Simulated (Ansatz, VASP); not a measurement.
Two plane-wave programs on Sr

```
Sr
1.0
     0.00000    3.05026    3.05026
     3.05026    0.00000    3.05026
     3.05026    3.05026    0.00000
Sr
1
Direct
  0.00000 0.00000 0.00000
```

Alike in both runs: task relaxation of cell and atoms; functional r2SCAN; k mesh 16 × 16 × 16; occupations fermi-dirac, width 0.15 eV; no spin polarisation.

|  | VASP | Ansatz |
| --- | --- | --- |
| version | VASP 6.6.1 | Ansatz 0.2.0 |
| potentials or method | VASP PAW PBE potentials, release 64 (Sr_sv), cutoff 600 eV | scalar-relativistic, plane waves, PAW |
| valence electrons in the cell | 10 | 10 |

VASP gave:

* gap on the k mesh at the Fermi level, each at its own relaxed structure (eV): none
* relaxed volume (Å³/atom): 57.11
* relaxed cell length with the largest relative difference (Å): 4.323

Q: What did Ansatz give for the same quantities?

A: gap on the k mesh at the Fermi level, each at its own relaxed structure (eV): none; relaxed volume (Å³/atom): 57.00; relaxed cell length with the largest relative difference (Å): 4.320.

VASP's potentials were made for PBE, not for r2SCAN. A gap of «none» marks a metal or a gap that the smearing closes.
